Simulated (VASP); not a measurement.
# Zr4N5 (a cell with a defect) in VASP: further runs, part 2 of 2

VASP 6.6.1.

## Step 3: Relaxation of the atoms, PBE

INCAR reads:

```
SYSTEM = Zr4N5
PREC     = Accurate       ! precision mode
ENCUT    = 520            ! plane-wave cutoff, eV
EDIFF    = 1E-6           ! SCF threshold, eV
ISMEAR   = 0              ! smearing method
SIGMA    = 0.1            ! smearing width, eV
LREAL    = .False.        ! projectors in reciprocal space
LASPH    = .True.         ! aspherical terms in the spheres
NELM     = 60             ! most SCF steps
ALGO     = Normal         ! electronic algorithm
ISIF     = 2              ! what is computed and relaxed
LWAVE    = .False.        ! write WAVECAR
LCHARG   = .False.        ! write CHGCAR
GGA      = PE             ! functional
IBRION   = 2              ! ionic algorithm
NSW      = 65             ! ionic steps
EDIFFG   = -0.025         ! ionic threshold
LUSENCCL = .False.
```

KPOINTS reads:

```
Automatic mesh
0
Gamma
  6 6 6
  0.5 0.5 0.5
```

POSCAR reads:

```
Zr4N5
1.0
    0.0000000000     -4.5945978683      0.0000000000
    0.0000000000      0.0000000000     -4.5945978683
    4.5945978683      0.0000000000      0.0000000000
Zr N
4 5
Direct
    0.0000000000      0.0000000000      0.5000000000
    0.5000000000      0.0000000000      0.0000000000
    0.0000000000      0.5000000000      0.0000000000
    0.5000000000      0.5000000000      0.5000000000
    1.0000000000      1.0000000000      0.0000000000
    0.5000000000      1.0000000000      0.5000000000
    1.0000000000      0.5000000000      0.5000000000
    0.5000000000      0.5000000000      0.0000000000
    0.7500000000      0.7500000000      0.2500000000
```

Potentials or basis: VASP PAW PBE potentials, release 64 (Zr_sv, N).

Launch:

```sh
> cat potpaw_PBE.64/Zr_sv/POTCAR potpaw_PBE.64/N/POTCAR > POTCAR
> mpirun -np 1 vasp_std > vasp.out
```

OUTCAR:

```text
SYSTEM = Zr4N5
   PREC = Accurate
   ENCUT = 520
   EDIFF = 1E-6
   ISMEAR = 0
   LREAL = .False.
   LASPH = .True.
   NELM = 60
   ISIF = 2
   GGA = PE
   IBRION = 2
   NSW = 65
   EDIFFG = -0.025

 ion  position               nearest neighbor table
   1  0.000  0.000  0.500-   9 1.99   6 2.30   7 2.30   5 2.30   5 2.30   7 2.30   6 2.30   2 3.25
                             3 3.25   3 3.25   3 3.25   4 3.25   4 3.25   3 3.25   2 3.25   4 3.25
   2  0.500  0.000  0.000-   9 1.99   6 2.30   8 2.30   5 2.30   6 2.30   8 2.30   5 2.30   1 3.25
                             4 3.25   3 3.25   3 3.25   4 3.25   4 3.25   4 3.25   1 3.25   3 3.25
   3  0.000  0.500  0.000-   9 1.99   7 2.30   8 2.30   5 2.30   7 2.30   5 2.30   8 2.30   1 3.25
                             4 3.25   2 3.25   1 3.25   2 3.25   4 3.25   1 3.25   2 3.25   4 3.25
   4  0.500  0.500  0.500-   9 1.99   7 2.30   8 2.30   6 2.30   8 2.30   6 2.30   7 2.30   2 3.25
                             3 3.25   2 3.25   1 3.25   2 3.25   3 3.25   2 3.25   1 3.25   3 3.25
   5  0.000  0.000  0.000-   1 2.30   2 2.30   3 2.30   1 2.30   3 2.30   2 2.30
   6  0.500  0.000  0.500-   1 2.30   2 2.30   4 2.30   2 2.30   4 2.30   1 2.30
   7  0.000  0.500  0.500-   1 2.30   3 2.30   4 2.30   3 2.30   1 2.30   4 2.30
   8  0.500  0.500  0.000-   2 2.30   3 2.30   4 2.30   4 2.30   2 2.30   3 2.30
   9  0.750  0.750  0.250-   1 1.99   2 1.99   3 1.99   4 1.99

  LATTYP: Found a simple cubic cell.
 ALAT       =     4.5945978683

  Lattice vectors:

 A1 = (   0.0000000000,  -4.5945978683,   0.0000000000)
 A2 = (   0.0000000000,   0.0000000000,  -4.5945978683)
[... 174 lines left out ...]
  ---------------------------------------------------
  ext. energy  EPLUGINS =         0.00000000
  ---------------------------------------------------
  free energy    TOTEN  =       -83.57334357 eV

  energy without entropy =      -83.55658732  energy(sigma->0) =      -83.56496545

------------------------ aborting loop because EDIFF is reached ----------------------------------------

  FORCE on cell =-STRESS in cart. coord.  units (eV):
  Direction    XX          YY          ZZ          XY          YZ          ZX
  --------------------------------------------------------------------------------------
  -------------------------------------------------------------------------------------
  Total       18.7515061     18.7515061     18.7515061     -0.0000000     -0.0000000      0.0000000
  in kB      309.7449376    309.7449376    309.7449376     -0.0000000     -0.0000000      0.0000000
  external PRESSURE =     309.7449376 kB  Pullay stress =       0.0000000 kB
[... 245 lines left out ...]
--------------------------------------- Ionic step        7  -------------------------------------------

 number of electron      73.0000002 magnetization

 Free energy of the ion-electron system (eV)
  ---------------------------------------------------
  ext. energy  EPLUGINS =         0.00000000
  ---------------------------------------------------
  free energy    TOTEN  =       -86.08944068 eV

  energy without entropy =      -86.07613028  energy(sigma->0) =      -86.08278548

 E-fermi :  11.5121     XC(G=0): -12.7730

 val. band max:       11.4842583690   @ k =   0.2500   0.2500   0.0833
 cond. band min:      11.5591693655   @ k =   0.4167   0.4167   0.0833
 fundamental gap:      0.0749109964
 Fermi energy:        11.5120865435

 k-point     1 :       0.0833    0.0833    0.0833
  band No.  band energies     occupation
      1     -37.0196      2.00000
      2     -36.8342      2.00000
      3     -36.8336      2.00000
      4     -36.8336      2.00000
      5     -15.9207      2.00000
      6     -15.6529      2.00000
[... 485 lines left out ...]
  FREE ENERGIE OF THE ION-ELECTRON SYSTEM (eV)
  ---------------------------------------------------
  free  energy   TOTEN  =       -86.0894406831 eV

  energy  without entropy=      -86.0761302809  energy(sigma->0) =      -86.08278548

 reached required accuracy - stopping structural energy minimisation
```

OSZICAR:

```text
N       E                     dE             d eps       ncg     rms          rms(c)
DAV:   1     0.725722081140E+03    0.72572E+03   -0.40453E+04   860   0.175E+03
DAV:   2    -0.345202753907E+02   -0.76024E+03   -0.74550E+03  1042   0.495E+02
DAV:   3    -0.994288623967E+02   -0.64909E+02   -0.63671E+02  1264   0.124E+02
DAV:   4    -0.103109757948E+03   -0.36809E+01   -0.36769E+01  1304   0.269E+01
[... 59 lines left out ...]
DAV:   1    -0.860893867588E+02   -0.14233E-03   -0.65676E-02   866   0.122E+00    0.530E-02
DAV:   2    -0.860894535945E+02   -0.66836E-04   -0.94361E-04  1120   0.132E-01    0.311E-02
DAV:   3    -0.860894437471E+02    0.98475E-05   -0.41552E-05  1048   0.319E-02    0.224E-02
DAV:   4    -0.860894406530E+02    0.30941E-05   -0.19847E-05   968   0.218E-02    0.549E-03
DAV:   5    -0.860894406831E+02   -0.30111E-07   -0.26911E-06   680   0.898E-03
   7 F= -.86089441E+02 E0= -.86082785E+02  d E =-.196167E-03
```

Run time: 3.4 min. Hardware: 1 × NVIDIA H100 80GB with 1 thread of AMD EPYC 7R13 (Zen 3), shared host; peak memory 1.2 GiB.

Results:

- Free energy: -86.0894 eV
- Energy gained by relaxing: 279.6 meV/atom
- Ionic steps: 7
- Pressure after relaxing: 32.2 GPa
- Largest force after relaxing: 0.004 eV/Å

Forces on the atoms (eV/Å):
```
Zr   0.000  0.000  0.000
Zr   0.000  0.000  0.000
Zr   0.000  0.000  0.000
Zr   0.000  0.000  0.000
N    0.002  0.002  0.002
N   -0.002 -0.002  0.002
N   -0.002  0.002 -0.002
N    0.002 -0.002 -0.002
N    0.000  0.000  0.000
```

Step by step:
| step | energy change (eV) | largest force (eV/Å) | pressure (GPa) |
| --- | --- | --- | --- |
| 1 | 0.0000 | 4.7827 | 30.97 |
| 2 | -2.3702 | 1.5727 | 32.10 |
| 3 | -2.3724 | 1.4827 | 31.74 |
| 4 | -2.4620 | 0.8957 | 33.09 |
| 5 | -2.5160 | 0.0353 | 32.29 |
| 6 | -2.5159 | 0.0448 | 32.31 |
| 7 | -2.5161 | 0.0039 | 32.22 |

Final structure:
```xyz
9
Lattice="0.0000 -4.5946 0.0000 0.0000 0.0000 -4.5946 4.5946 0.0000 0.0000" Properties=species:S:1:pos:R:3 pbc="T T T"
Zr    2.3105   -0.0132   -0.0132
Zr    4.5814   -2.2841   -0.0132
Zr    4.5814   -0.0132   -2.2841
Zr    2.3105   -2.2841   -2.2841
N     4.4509   -0.1437   -0.1437
N     2.4410   -2.1536   -0.1437
N     2.4410   -0.1437   -2.1536
N     4.4509   -2.1536   -2.1536
N     1.1486   -3.4459   -3.4459
```

Levels at points of the mesh, in eV from the Fermi level:
```
           k point  band 34  band 35  band 36  band 37  band 38  band 39
(0.08, 0.08, 0.08)    -1.70    -1.70    -1.55    -1.55    -1.35     2.36
```
